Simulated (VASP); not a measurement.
# PbF2 (Fluorocronite) (Fm-3m) in VASP: notebook, part 2 of 2

VASP 6.6.1.

### Step 3. Vibrations by perturbation theory, PBEsol

This run uses another cell than the first one, of 15.44 Å³/atom, 1.039 times its volume.

Contents of INCAR:

```
SYSTEM = PbF2
PREC     = Accurate       ! precision mode
ENCUT    = 520            ! plane-wave cutoff, eV
EDIFF    = 1E-8           ! SCF threshold, eV
ISMEAR   = 0              ! smearing method
SIGMA    = 0.01           ! smearing width, eV
LREAL    = .False.        ! projectors in reciprocal space
LASPH    = .True.         ! aspherical terms in the spheres
NELM     = 80             ! most SCF steps
ALGO     = Normal         ! electronic algorithm
ISIF     = 2              ! what is computed and relaxed
LWAVE    = .False.        ! write WAVECAR
LCHARG   = .True.         ! write CHGCAR
GGA      = PS             ! functional
IBRION   = 8              ! ionic algorithm
NSW      = 1              ! ionic steps
```

Contents of KPOINTS:

```
regular mesh
0
Gamma
  8 8 8
  0 0 0
```

Contents of POSCAR:

```
PbF2
1.0
    2.8504586002      2.8504586002      0.0000000000
   -2.8504586002      2.8504586002      0.0000000000
    0.0000000000      2.8504586002      2.8504586002
Pb F
1 2
Direct
    0.0000000000      0.0000000000      0.0000000000
    0.2500000000      0.7500000000      0.5000000000
    0.7500000000      0.2500000000      0.5000000000
```

Potentials or basis: VASP PAW PBE potentials, release 64 (Pb_d, F).

Started as:

```console
$ cat potpaw_PBE.64/Pb_d/POTCAR potpaw_PBE.64/F/POTCAR > POTCAR
$ mpirun -np 1 vasp_std > vasp.out
```

OUTCAR:

```text
SYSTEM = PbF2
   PREC = Accurate
   ENCUT = 520
   EDIFF = 1E-8
   ISMEAR = 0
   LREAL = .False.
   LASPH = .True.
   NELM = 80
   ISIF = 2
   GGA = PS
   IBRION = 8
   NSW = 1

 ion  position               nearest neighbor table
   1  0.000  0.000  0.000-   3 2.47   2 2.47   2 2.47   3 2.47   2 2.47   3 2.47   3 2.47   2 2.47

   2  0.250  0.750  0.500-   1 2.47   1 2.47   1 2.47   1 2.47
   3  0.750  0.250  0.500-   1 2.47   1 2.47   1 2.47   1 2.47

  LATTYP: Found a face centered cubic cell.
 ALAT       =     5.7009172004

  Lattice vectors:

 A1 = (   0.0000000000,   2.8504586002,   2.8504586002)
 A2 = (   2.8504586002,   0.0000000000,   2.8504586002)
 A3 = (   2.8504586002,   2.8504586002,   0.0000000000)

Analysis of symmetry for initial positions (statically):
=====================================================================
 Subroutine PRICEL returns:
 Original cell was already a primitive cell.

 Routine SETGRP: Setting up the symmetry group for a
 face centered cubic supercell.

 Subroutine GETGRP returns: Found 48 space group operations
 (whereof 48 operations were pure point group operations)
 out of a pool of 48 trial point group operations.

The static configuration has the point symmetry O_h .

Analysis of symmetry for dynamics (positions and initial velocities):
=====================================================================
 Subroutine PRICEL returns:
 Original cell was already a primitive cell.

 Routine SETGRP: Setting up the symmetry group for a
 face centered cubic supercell.

 Subroutine GETGRP returns: Found 48 space group operations
 (whereof 48 operations were pure point group operations)
 out of a pool of 48 trial point group operations.

The dynamic configuration has the point symmetry O_h .

 Subroutine INISYM returns: Found 48 space group operations
 (whereof 48 operations are pure point group operations),
 and found     1 'primitive' translations

----------------------------------------------------------------------------------------

                                     Primitive cell

  volume of cell :      46.3206

  direct lattice vectors                    reciprocal lattice vectors
     2.850458600  2.850458600  0.000000000     0.175410371  0.175410371 -0.175410371
    -2.850458600  2.850458600  0.000000000    -0.175410371  0.175410371 -0.175410371
     0.000000000  2.850458600  2.850458600     0.000000000  0.000000000  0.350820742

[... 143 lines left out ...]
 k-point     1 :       0.0000    0.0000    0.0000
  band No.  band energies     occupation
      1     -18.7453      2.00000
      2     -17.8596      2.00000
      3     -11.3035      2.00000
      4     -11.3035      2.00000
      5     -11.3035      2.00000
      6     -11.1690      2.00000
[... 481 lines left out ...]
      5     -11.1436      2.00000
      6     -11.1075      2.00000
[... 10 lines left out ...]
     17      11.2875      0.00000
     18      14.0304      0.00000

 [... further k-points ...]
[... 5 lines left out ...]
  --------------------------------------------------------------------------------------
  -------------------------------------------------------------------------------------
  Total        2.8223986      2.8223986      2.8223986      0.0000000      0.0000000     -0.0000000
  in kB       97.6235772     97.6235772     97.6235772      0.0000000      0.0000000     -0.0000000
  external PRESSURE =      97.6235772 kB  Pullay stress =       0.0000000 kB

 VOLUME and BASIS-vectors are now :
 -----------------------------------------------------------------------------
  energy-cutoff  :      520.00
  volume of cell :       46.32
      direct lattice vectors                 reciprocal lattice vectors
     2.850458600  2.850458600  0.000000000     0.175410371  0.175410371 -0.175410371
    -2.850458600  2.850458600  0.000000000    -0.175410371  0.175410371 -0.175410371
     0.000000000  2.850458600  2.850458600     0.000000000  0.000000000  0.350820742

 POSITION                                       TOTAL-FORCE (eV/Angst)
 -----------------------------------------------------------------------------------
      0.00000      0.00000      0.00000        -0.000000     -0.000000      0.000000
     -1.42523      4.27569      1.42523         0.000000      0.000000     -0.000000
      1.42523      4.27569      1.42523         0.000000      0.000000      0.000000
 -----------------------------------------------------------------------------------
    total drift:                               -0.000000      0.000000     -0.000000

  FREE ENERGIE OF THE ION-ELECTRON SYSTEM (eV)
  ---------------------------------------------------
  free  energy   TOTEN  =       -14.7917514444 eV

  energy  without entropy=      -14.7917514444  energy(sigma->0) =      -14.79175144

[... ionic steps 2 to 3 ...]

--------------------------------------- Ionic step        4  -------------------------------------------

------------------------ aborting loop because EDIFF is reached ----------------------------------------

[... ionic steps 5 to 6 ...]

--------------------------------------- Ionic step        7  -------------------------------------------

 Free energy of the ion-electron system (eV)
  ---------------------------------------------------
  ---------------------------------------------------
  free energy    TOTEN  =        -0.53500948 eV

  energy without entropy =       -0.53500948

------------------------ aborting loop because EDIFF is reached ----------------------------------------

 INTERNAL STRAIN TENSOR  FOR ION    2  DIRECTION 1   (eV/Angst):
 -----------------------------------------------------------------------------
    -0.01652 -0.00000  0.00000
     0.00000  0.01001 -5.75148
     0.00000 -5.75148  0.01001

 INTERNAL STRAIN TENSOR FOR ION    3 for displacements in x,y,z  (eV/Angst):
          X           Y           Z          XY          YZ          ZX
  --------------------------------------------------------------------------------
  x     0.00000     0.00000     0.00000     0.00000     5.75148    -0.00000
  y     0.00000     0.00000     0.00000    -0.00000     0.00000     5.75148
  z     0.00000     0.00000     0.00000     5.75148    -0.00000     0.00000

 SECOND DERIVATIVES (NOT SYMMETRIZED)
 ------------------------------------
               1X          1Y          1Z          2X          2Y          2Z          3X          3Y          3Z
  1X    -3.471448    0.000000   -0.000000    1.735724    0.000000    0.000000    1.735724    0.000000    0.000000
  1Y    -0.000000   -3.471448    0.000000    0.000000    1.735724    0.000000    0.000000    1.735724    0.000000
  1Z     0.000000    0.000000   -3.471448    0.000000    0.000000    1.735724    0.000000    0.000000    1.735724
  2X     1.732979    0.000000    0.000000   -3.951927    0.000000    0.000000    2.218948    0.000000    0.000000
  2Y     0.000000    1.732979    0.000000    0.000000   -3.951927    0.000000    0.000000    2.218948    0.000000
  2Z     0.000000    0.000000    1.732979    0.000000    0.000000   -3.951927    0.000000    0.000000    2.218948
  3X     1.732979    0.000000    0.000000    2.218948    0.000000    0.000000   -3.951927    0.000000    0.000000
  3Y     0.000000    1.732979    0.000000    0.000000    2.218948    0.000000    0.000000   -3.951927    0.000000
  3Z     0.000000    0.000000    1.732979    0.000000    0.000000    2.218948    0.000000    0.000000   -3.951927

 Eigenvectors and eigenvalues of the dynamical matrix
 ----------------------------------------------------

   1 f  =    8.909846 THz    55.982212 2PiTHz  297.200466 cm-1    36.848145 meV
             X         Y         Z           dx          dy          dz
      0.000000  0.000000  0.000000    -0.000000    0.000000   -0.000000
     -1.425229  4.275688  1.425229    -0.000000    0.000000   -0.707107
      1.425229  4.275688  1.425229     0.000000   -0.000000    0.707107
[... 43 lines left out ...]
   9 f/i=    0.001472 THz     0.009248 2PiTHz    0.049095 cm-1     0.006087 meV
             X         Y         Z           dx          dy          dz
      0.000000  0.000000  0.000000    -0.825050    0.405121   -0.000165
     -1.425229  4.275688  1.425229    -0.250025    0.122769   -0.000050
      1.425229  4.275688  1.425229    -0.250025    0.122769   -0.000050

--------------------------------------------------------------------------------------------------------

 ELASTIC MODULI CONTR FROM IONIC RELAXATION (kBar)
 Direction    XX          YY          ZZ          XY          YZ          ZX
 --------------------------------------------------------------------------------
 XX          -0.0000     -0.0000     -0.0000     -0.0000     -0.0000     -0.0000
 YY          -0.0000     -0.0000     -0.0000     -0.0000     -0.0000     -0.0000
 ZZ          -0.0000     -0.0000     -0.0000     -0.0000     -0.0000     -0.0000
 XY          -0.0000     -0.0000     -0.0000   -370.8337     -0.0000     -0.0000
 YZ          -0.0000     -0.0000     -0.0000     -0.0000   -370.8337     -0.0000
 ZX          -0.0000     -0.0000     -0.0000     -0.0000     -0.0000   -370.8337
 --------------------------------------------------------------------------------
```

It took 1.8 min on 1 thread of Intel Xeon 6975P-C (Granite Rapids), shared host; peak memory 0.3 GiB.

What came out:

- Highest phonon frequency at Γ, LO-TO splitting left out: 297 cm⁻¹

Phonon frequencies in cm⁻¹ (negative: imaginary):
```csv
q point,frequencies
"(0.000, 0.000, 0.000)",0 0 0 171 171 171 297 297 297
```

Caveat: the cell wasn't relaxed at this level first, which shifts response properties; the PAW data sets were made with another functional, which shifts forces and pressure a little; spin-orbit coupling is left out, which moves the levels of the heavy elements.

### Step 4. Vibrations by perturbation theory, PBEsol

This run uses another cell than the first one, of 15.85 Å³/atom, 1.066 times its volume.

Contents of INCAR:

```
SYSTEM = PbF2
  ALGO = Normal
  EDIFF = 1E-8
  ENCUT = 520
  GGA = PS
  IBRION = 8
  ISIF = 2
  ISMEAR = 0
  LASPH = .TRUE.
  LCHARG = .FALSE.
  LREAL = .FALSE.
  LWAVE = .FALSE.
  NELM = 100
  NSW = 1
  PREC = Accurate
  SIGMA = 0.01
```

Contents of KPOINTS:

```
k-points
0
G
  8 8 8
  0 0 0
```

Contents of POSCAR:

```
PbF2
1.0
    2.8752815980      2.8752815980      0.0000000000
   -2.8752815980      2.8752815980      0.0000000000
    0.0000000000      2.8752815980      2.8752815980
Pb F
1 2
Direct
    0.0000000000      0.0000000000      0.0000000000
    0.2500000000      0.7500000000      0.5000000000
    0.7500000000      0.2500000000      0.5000000000
```

Potentials or basis: VASP PAW PBE potentials, release 64 (Pb_d, F).

Started as:

```console
$ cat potpaw_PBE.64/Pb_d/POTCAR potpaw_PBE.64/F/POTCAR > POTCAR
$ mpirun -np 1 vasp_std > vasp.out
```

OUTCAR:

```text
SYSTEM = PbF2
   EDIFF = 1E-8
   ENCUT = 520
   GGA = PS
   IBRION = 8
   ISIF = 2
   ISMEAR = 0
   LASPH = .TRUE.
   LREAL = .FALSE.
   NELM = 100
   NSW = 1
   PREC = Accurate

 ion  position               nearest neighbor table
   1  0.000  0.000  0.000-   3 2.49   2 2.49   2 2.49   3 2.49   2 2.49   3 2.49   3 2.49   2 2.49

   2  0.250  0.750  0.500-   1 2.49   1 2.49   1 2.49   1 2.49
   3  0.750  0.250  0.500-   1 2.49   1 2.49   1 2.49   1 2.49
[... 774 lines left out ...]
  2Z     0.000000    0.000000    1.428370    0.000000    0.000000   -3.503633   -0.000000   -0.000000    2.075263
  3X     1.428370    0.000000    0.000000    2.075263   -0.000000    0.000000   -3.503633    0.000000   -0.000000
  3Y     0.000000    1.428370    0.000000    0.000000    2.075263   -0.000000   -0.000000   -3.503633    0.000000
  3Z     0.000000    0.000000    1.428370   -0.000000   -0.000000    2.075263    0.000000    0.000000   -3.503633

 Eigenvectors and eigenvalues of the dynamical matrix
 ----------------------------------------------------

   1 f  =    8.471707 THz    53.229307 2PiTHz  282.585740 cm-1    35.036151 meV
             X         Y         Z           dx          dy          dz
      0.000000  0.000000  0.000000    -0.000000    0.000000   -0.000000
     -1.437641  4.312922  1.437641    -0.037607    0.706106   -0.000000
      1.437641  4.312922  1.437641     0.037607   -0.706106    0.000000
[... 43 lines left out ...]
   9 f/i=    0.004943 THz     0.031056 2PiTHz    0.164869 cm-1     0.020441 meV
             X         Y         Z           dx          dy          dz
      0.000000  0.000000  0.000000     0.031786    0.060886    0.916271
     -1.437641  4.312922  1.437641     0.009653    0.018491    0.278262
      1.437641  4.312922  1.437641     0.009653    0.018491    0.278262

--------------------------------------------------------------------------------------------------------

 ELASTIC MODULI CONTR FROM IONIC RELAXATION (kBar)
 Direction    XX          YY          ZZ          XY          YZ          ZX
 --------------------------------------------------------------------------------
 XX          -0.0000     -0.0000     -0.0000     -0.0000     -0.0000     -0.0000
 YY          -0.0000     -0.0000     -0.0000     -0.0000     -0.0000     -0.0000
 ZZ          -0.0000     -0.0000     -0.0000     -0.0000     -0.0000     -0.0000
 XY          -0.0000     -0.0000     -0.0000   -295.1473     -0.0000     -0.0000
 YZ          -0.0000     -0.0000     -0.0000     -0.0000   -295.1473      0.0000
 ZX          -0.0000     -0.0000     -0.0000     -0.0000      0.0000   -295.1473
 --------------------------------------------------------------------------------
```

OSZICAR:

```text
N       E                     dE             d eps       ncg     rms          rms(c)
DAV:   1     0.309232199344E+03    0.30923E+03   -0.15193E+04  1046   0.184E+03
DAV:   2     0.101154104408E+02   -0.29912E+03   -0.28781E+03  1200   0.472E+02
[... 49 lines left out ...]
RMM:  11    -0.535152539987E+00   -0.34787E-06   -0.11922E-08  5631   0.701E-04    0.107E-05
RMM:  12    -0.535152601802E+00   -0.61815E-07   -0.17117E-09  5787   0.255E-04    0.454E-06
RMM:  13    -0.535152546069E+00    0.55733E-07   -0.48546E-10  5823   0.113E-04    0.155E-06
RMM:  14    -0.535152579985E+00   -0.33915E-07    0.31349E-11  5450   0.389E-05    0.846E-07
RMM:  15    -0.535152555859E+00    0.24126E-07   -0.23726E-11  4513   0.168E-05    0.295E-07
RMM:  16    -0.535152556202E+00   -0.34363E-09   -0.39435E-11  3518   0.710E-06    0.139E-07
 Linear response finished
```

Wall time 2 min (1 thread of Intel Xeon 6975P-C (Granite Rapids), shared host); peak memory 0.3 GiB.

What came out:

- Highest phonon frequency at Γ, LO-TO splitting left out: 283 cm⁻¹

Phonon frequencies in cm⁻¹ (negative: imaginary):
| q point | frequencies |
| --- | --- |
| (0.000, 0.000, 0.000) | 0 0 0 156 156 156 283 283 283 |

Caveat: the cell wasn't relaxed at this level first, which shifts response properties; the PAW data sets were made with another functional, which shifts forces and pressure a little; spin-orbit coupling is left out, which moves the levels of the heavy elements.
